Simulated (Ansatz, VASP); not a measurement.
# NbC2: VASP beside Ansatz

Contents of INCAR:

```
PREC = Accurate
ENCUT = 600
EDIFF = 1E-7
ISMEAR = 0
SIGMA = 0.1
LREAL = F
LASPH = T
NELM = 100
ALGO = Normal
ISIF = 3
LWAVE = F
LCHARG = F
GGA = PE
IBRION = 2
NSW = 100
EDIFFG = -0.01
```

KPOINTS

```
regular mesh
0
Gamma
  12 12 8
```

File POSCAR:

```
NbC2
1.0
    3.8483740822      0.0000000000      0.0000000000
   -1.9241870411      3.3327897184      0.0000000000
    0.0000000000      0.0000000000      5.6973539127
Nb C
2 4
Direct
    0.3333333333      0.6666666667      0.2500000000
    0.6666666667      0.3333333333      0.7500000000
    0.3333333333      0.6666666667      0.6326442862
    0.6666666667      0.3333333333      0.1326442862
    0.3333333333      0.6666666667      0.8673557138
    0.6666666667      0.3333333333      0.3673557138
```

Input for Ansatz:

```yaml
crystal:
  lattice:
    - [3.8483740822, 0.0, 0.0]
    - [-1.9241870411, 3.3327897184, 0.0]
    - [0.0, 0.0, 5.6973539127]
  atoms:
    - { symbol: Nb, position: [0.3333333333, 0.6666666667, 0.25] }
    - { symbol: Nb, position: [0.6666666667, 0.3333333333, 0.75] }
    - { symbol: C, position: [0.3333333333, 0.6666666667, 0.6326442862] }
    - { symbol: C, position: [0.6666666667, 0.3333333333, 0.1326442862] }
    - { symbol: C, position: [0.3333333333, 0.6666666667, 0.8673557138] }
    - { symbol: C, position: [0.6666666667, 0.3333333333, 0.3673557138] }
basis:
  ecutwfc: 420
kpoints:
  mp_grid: { grid: [12, 12, 8] }
hamiltonian:
  xc: pbe
scf:
  occupations: { method: gaussian, width: 0.1 }
output:
  forces: true
  stress: true
  eigenvalues: true
relax:
  adjacent_minimum: "off"
  f_tol: 0.01
  max_steps: 80
  cell: { stress_tol: 0.05 }
```

Change from the starting cell: species swapped into the MoS2 type (P6_3/mmc, No. 194).

Alike in both runs: task relaxation of cell and atoms; functional PBE; k mesh 12 × 12 × 8; occupations gaussian, width 0.1 eV; no spin polarisation.

```csv
,VASP,Ansatz
version,VASP 6.6.1,Ansatz 0.2.0
potentials or method,"VASP PAW PBE potentials, release 64 (Nb_sv, C), cutoff 600 eV","scalar-relativistic, plane waves, PAW"
valence electrons in the cell,42,42
```

```csv
,VASP,Ansatz,Ansatz less VASP
"gap on the k mesh at the Fermi level, each at its own relaxed structure (eV)",none,none,-
relaxed volume (Å³/atom),12.08,12.11,+0.027
relaxed cell length with the largest relative difference (Å),3.824,3.827,+0.0035
```

A gap of «none» marks a metal or a gap that the smearing closes.
